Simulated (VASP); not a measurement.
A run of VASP 6.6.1 is set up as follows.

File INCAR:

```
SYSTEM = AlRu
ALGO = Normal
EDIFF = 1E-6
ENCUT = 520
GGA = PS
ISIF = 2
ISMEAR = -1
LASPH = .TRUE.
LCHARG = .FALSE.
LREAL = .FALSE.
LWAVE = .FALSE.
NBANDS = 16
NELM = 60
PREC = Accurate
SIGMA = 0.08
```

The input KPOINTS:

```
k-points
0
G
  16 16 16
  0 0 0
```

File POSCAR:

```
AlRu
1.0
    2.9177202619      0.0000000000      0.0000000000
    0.0000000000      2.9177202619      0.0000000000
    0.0000000000      0.0000000000      2.9177202619
Al Ru
1 1
Direct
    0.0000000000      0.0000000000      0.0000000000
    0.5000000000      0.5000000000      0.5000000000
```

Potentials or basis: VASP PAW PBE potentials, release 64 (Al, Ru_pv).

Run with:

```sh
$ cat potpaw_PBE.64/Al/POTCAR potpaw_PBE.64/Ru_pv/POTCAR > POTCAR
$ mpirun -np 1 vasp_std > vasp.out
```

(1) Predict the band gap on the k mesh.

(2) What does it give for the pressure?

Answers

(1) zero (an odd number of electrons rules out a gap without spin polarisation).

(2) 15.1 GPa.

Caveat: the cell stands under pressure; the PAW data sets were made with another functional, which shifts forces and pressure a little.
